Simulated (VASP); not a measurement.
# MoIr4 (Im-3m) in VASP: further runs, part 2 of 2

VASP 6.6.1. Earlier steps stand in the parts before.

## (3) Single point, PBE

This run uses another cell than the first one, of 18.41 Å³/atom.

Contents of INCAR:

```
  ALGO = Normal
  EDIFF = 1E-6
  ENCUT = 520
  GGA = PE
  ISIF = 2
  ISMEAR = 0
  LASPH = T
  LCHARG = T
  LELF = T
  LREAL = F
  LVHAR = T
  LWAVE = F
  NBANDS = 33
  NELM = 80
  PREC = Accurate
  SIGMA = 0.1
```

Contents of KPOINTS:

```
k-points
0
Gamma
  4 4 4
```

Contents of POSCAR:

```
MoIr4
1.0
   -2.8444524135      2.8444524135      2.8444524135
    2.8444524135     -2.8444524135      2.8444524135
    2.8444524135      2.8444524135     -2.8444524135
Mo Ir
1 4
Direct
    0.0000000000      0.0000000000      0.0000000000
    0.0000000000      0.0000000000      0.5000000000
    0.0000000000      0.5000000000      0.0000000000
    0.5000000000      0.0000000000      0.0000000000
    0.5000000000      0.5000000000      0.5000000000
```

Potentials or basis: VASP PAW PBE potentials, release 64 (Mo_sv, Ir).

Started as:

```console
cat potpaw_PBE.64/Mo_sv/POTCAR potpaw_PBE.64/Ir/POTCAR > POTCAR
mpirun -np 1 vasp_std > vasp.out
```

It took 75 s on 1 thread of Intel Xeon 8259CL, shared host; peak memory 0.24 GiB.

The run converged. Its results:

```yaml
Free_energy: -41.2493 eV
Pressure: 0.9 GPa
Band_gap_on_the_k_mesh: zero (bands 25 and 26 overlap by 2.36 eV)
```

Levels at points of the mesh, in eV from the Fermi level:
| k point | band 22 | band 23 | band 24 | band 25 | band 26 | band 27 | band 28 | band 29 |
| --- | --- | --- | --- | --- | --- | --- | --- | --- |
| (0.00, 0.00, 0.00) | 0.08 | 1.50 | 1.50 | 1.50 | 2.27 | 2.27 | 3.09 | 3.09 |
| (0.50, 0.00, 0.00) | -1.19 | -0.81 | -0.72 | -0.56 | -0.53 | -0.32 | 0.88 | 1.73 |
| (0.50, 0.50, 0.50) | -1.43 | -1.30 | -1.30 | -1.30 | -0.68 | 0.50 | 0.50 | 1.64 |

Caveat: the k points lie up to 0.39 Å⁻¹ apart, too coarse for converged energies and pressures of a metal; spin-orbit coupling is left out, which moves the levels of the heavy elements.

## (4) Relaxation of cell and atoms, PBE

Contents of INCAR:

```
ALGO = Normal
EDIFF = 1E-6
EDIFFG = -0.04
ENCUT = 600
GGA = PE
IBRION = 2
ISIF = 3
ISMEAR = 0
LASPH = True
LCHARG = False
LREAL = False
LWAVE = False
NELM = 100
NSW = 90
PREC = Accurate
SIGMA = 0.1
```

KPOINTS is that of step 3.

POSCAR, as its differences from that of step 3:

```diff
@@ -2,5 +2,5 @@
 1.0
-   -2.8444524135      2.8444524135      2.8444524135
-    2.8444524135     -2.8444524135      2.8444524135
-    2.8444524135      2.8444524135     -2.8444524135
+   -2.6738161000      2.6738161000      2.6738161000
+    2.6738161000     -2.6738161000      2.6738161000
+    2.6738161000      2.6738161000     -2.6738161000
 Mo Ir
```

Started as:

```console
cat potpaw_PBE.64/Mo_sv/POTCAR potpaw_PBE.64/Ir/POTCAR > POTCAR
mpirun -np 1 vasp_std > vasp.out
```

It took 4.7 min on 1 thread of Intel Xeon 8259CL, shared host; peak memory 0.25 GiB.

Results (log left out):

| Quantity | Value |
| --- | --- |
| Free energy | -41.2463 eV |
| Relaxed volume | 18.49 Å³/atom |
| Relaxed cell | a = 4.933 Å, b = 4.933 Å, c = 4.933 Å, α = 109.47°, β = 109.47°, γ = 109.47° |
| Space group after relaxing (to 0.1 Å) | Im-3m (No. 229) |
| Pressure after relaxing | 0.1 GPa |
| Band gap on the k mesh | zero (bands 25 and 26 overlap by 2.34 eV) |

Final structure:
```cif
data_structure
_symmetry_space_group_name_H-M 'P 1'
_symmetry_Int_Tables_number 1
_cell_length_a 4.9333
_cell_length_b 4.9333
_cell_length_c 4.9333
_cell_angle_alpha 109.471
_cell_angle_beta 109.471
_cell_angle_gamma 109.471
_cell_volume 92.43
loop_
_atom_site_label
_atom_site_type_symbol
_atom_site_fract_x
_atom_site_fract_y
_atom_site_fract_z
_atom_site_occupancy
Mo1 Mo 0.00000 0.00000 0.00000 1
Ir1 Ir 0.00000 0.00000 0.50000 1
Ir2 Ir 0.00000 0.50000 0.00000 1
Ir3 Ir 0.50000 0.00000 0.00000 1
Ir4 Ir 0.50000 0.50000 0.50000 1
```

Levels at points of the mesh, in eV from the Fermi level:
```
           k point  band 22  band 23  band 24  band 25  band 26  band 27  band 28  band 29
(0.00, 0.00, 0.00)     0.08     1.49     1.49     1.49     2.26     2.26     3.08     3.08
(0.50, 0.00, 0.00)    -1.18    -0.80    -0.72    -0.56    -0.52    -0.32     0.87     1.72
(0.50, 0.50, 0.50)    -1.43    -1.29    -1.29    -1.29    -0.68     0.50     0.50     1.63
```

Caveat: the k points lie up to 0.39 Å⁻¹ apart in the final cell, too coarse for converged energies and pressures of a metal; the volume moved by over 15 % at a fixed basis, so the end points are rough; spin-orbit coupling is left out, which moves the levels of the heavy elements.

## (5) Single point, PBE

This run uses another cell than the first one, of 18.48 Å³/atom.

Contents of INCAR:

```
SYSTEM = MoIr4
  PREC = Accurate
  ENCUT = 520
  EDIFF = 1E-6
  ISMEAR = 0
  SIGMA = 0.1
  LREAL = .False.
  LASPH = .True.
  NELM = 100
  ALGO = Fast
  ISIF = 2
  LWAVE = .False.
  LCHARG = .False.
  GGA = PE
  NBANDS = 33
```

Contents of KPOINTS:

```
Automatic mesh
0
Gamma
  10 10 10
  0 0 0
```

POSCAR, as its differences from that of step 4:

```diff
@@ -2,5 +2,5 @@
 1.0
-   -2.6738161000      2.6738161000      2.6738161000
-    2.6738161000     -2.6738161000      2.6738161000
-    2.6738161000      2.6738161000     -2.6738161000
+   -2.8477951176      2.8477951176      2.8477951176
+    2.8477951176     -2.8477951176      2.8477951176
+    2.8477951176      2.8477951176     -2.8477951176
 Mo Ir
```

Started as:

```console
cat potpaw_PBE.64/Mo_sv/POTCAR potpaw_PBE.64/Ir/POTCAR > POTCAR
mpirun -np 1 vasp_std > vasp.out
```

It took 5.1 min on 1 thread of Intel Xeon 8259CL, shared host; peak memory 0.32 GiB.

The run converged. Its results:

| Item | Value |
| --- | --- |
| Free energy | -41.1952 eV |
| Pressure | 0.5 GPa |
| Band gap on the k mesh | zero (bands 25 and 26 overlap by 2.39 eV) |

Levels at points of the mesh, in eV from the Fermi level:
```csv
k point,band 22,band 23,band 24,band 25,band 26,band 27,band 28,band 29
"(0.00, 0.00, 0.00)",0.17,1.58,1.58,1.58,2.39,2.39,3.22,3.22
"(0.50, 0.00, 0.00)",-1.08,-0.71,-0.63,-0.45,-0.44,-0.24,0.99,1.84
"(0.50, 0.50, 0.50)",-1.29,-1.20,-1.20,-1.20,-0.58,0.58,0.58,1.72
```

Caveat: spin-orbit coupling is left out, which moves the levels of the heavy elements.

## (6) Relaxation of cell and atoms, PBE

This run uses another cell than the first one, of 18.41 Å³/atom.

Contents of INCAR:

```
PREC     = Accurate       # precision mode
ENCUT    = 600            # plane-wave cutoff, eV
EDIFF    = 1E-6           # SCF threshold, eV
ISMEAR   = 0              # smearing method
SIGMA    = 0.1            # smearing width, eV
LREAL    = False          # projectors in reciprocal space
LASPH    = True           # aspherical terms in the spheres
NELM     = 80             # most SCF steps
ALGO     = Fast           # electronic algorithm
ISIF     = 3              # what is computed and relaxed
LWAVE    = False          # write WAVECAR
LCHARG   = False          # write CHGCAR
GGA      = PE             # functional
IBRION   = 2              # ionic algorithm
NSW      = 100            # ionic steps
EDIFFG   = -0.01          # ionic threshold
```

Contents of KPOINTS:

```
regular mesh
0
Gamma
  10 10 10
```

POSCAR, as its differences from that of step 5:

```diff
@@ -2,5 +2,5 @@
 1.0
-   -2.8477951176      2.8477951176      2.8477951176
-    2.8477951176     -2.8477951176      2.8477951176
-    2.8477951176      2.8477951176     -2.8477951176
+   -2.8444524135      2.8444524135      2.8444524135
+    2.8444524135     -2.8444524135      2.8444524135
+    2.8444524135      2.8444524135     -2.8444524135
 Mo Ir
```

Potentials or basis: VASP PAW PBE potentials, release 64 (Mo_sv, Ir).

Started as:

```console
cat potpaw_PBE.64/Mo_sv/POTCAR potpaw_PBE.64/Ir/POTCAR > POTCAR
mpirun -np 1 vasp_std > vasp.out
```

Wall time 13 min (1 thread of Intel Xeon 8259CL, shared host); peak memory 0.34 GiB.

It converged, with:

```
Free energy                           : -41.1955 eV
Relaxed volume                        : 18.52 Å³/atom
Relaxed cell                          : a = 4.937 Å, b = 4.937 Å, c = 4.937 Å, α = 109.47°, β = 109.47°, γ = 109.47°
Space group after relaxing (to 0.1 Å) : Im-3m (No. 229)
Energy gained by relaxing             : 0.4 meV/atom
Ionic steps                           : 3
Pressure after relaxing               : 0.0 GPa
Band gap on the k mesh                : zero (bands 25 and 26 overlap by 2.38 eV)
```

Step by step:
```csv
step,energy change (eV),largest force (eV/Å),pressure (GPa),volume (Å³)
1,0.0000,0.0000,1.30,92.06
2,0.0122,0.0000,-3.12,94.07
3,-0.0022,0.0000,-0.01,92.62
```

Final structure:
```
Mo Ir
1.0
    -2.85022    2.85022    2.85022
     2.85022   -2.85022    2.85022
     2.85022    2.85022   -2.85022
Mo Ir
1 4
Cartesian
  0.0000 0.0000 0.0000
  1.4251 1.4251 -1.4251
  1.4251 -1.4251 1.4251
  -1.4251 1.4251 1.4251
  1.4251 1.4251 1.4251
```

Levels at points of the mesh, in eV from the Fermi level:
| k point | band 22 | band 23 | band 24 | band 25 | band 26 | band 27 | band 28 | band 29 |
| --- | --- | --- | --- | --- | --- | --- | --- | --- |
| (0.00, 0.00, 0.00) | 0.16 | 1.57 | 1.57 | 1.57 | 2.38 | 2.38 | 3.21 | 3.21 |
| (0.50, 0.00, 0.00) | -1.08 | -0.71 | -0.63 | -0.45 | -0.44 | -0.24 | 0.99 | 1.84 |
| (0.50, 0.50, 0.50) | -1.29 | -1.20 | -1.20 | -1.20 | -0.58 | 0.57 | 0.57 | 1.71 |

Caveat: spin-orbit coupling is left out, which moves the levels of the heavy elements.

## (7) The runs side by side

| task | cell | k mesh | cutoff (eV) | gap on the mesh (eV) | pressure (GPa) | relaxed volume (Å³/atom) |
| --- | --- | --- | --- | --- | --- | --- |
| single point | a = 4.631 Å, angles 109.5°, 5 atoms | 4 × 4 × 4 | 520 | none | 63.3 | - |
| single point | a = 4.927 Å, angles 109.5°, 5 atoms | 4 × 4 × 4 | 520 | none | 0.9 | - |
| relaxation of cell and atoms | relaxed from a = 4.631 Å, angles 109.5°, 5 atoms | 4 × 4 × 4 | 600 | none | 0.1 | 18.49 |
| single point | a = 4.933 Å, angles 109.5°, 5 atoms | 10 × 10 × 10 | 520 | none | 0.5 | - |
| relaxation of cell and atoms | relaxed from a = 4.927 Å, angles 109.5°, 5 atoms | 10 × 10 × 10 | 600 | none | 0.0 | 18.52 |

Alike in all rows: level PBE; potentials or basis VASP PAW PBE potentials, release 64 (Mo_sv, Ir); no spin polarisation; smearing gaussian 0.1 eV.

Caveats: some runs use coarse meshes; spin-orbit coupling is left out, which moves the levels of the heavy elements; the volume moved by over 15 % at a fixed basis, so the end points are rough (at least some runs).

Total energies depend on the potentials used, so only differences within one code and one set of settings carry meaning.
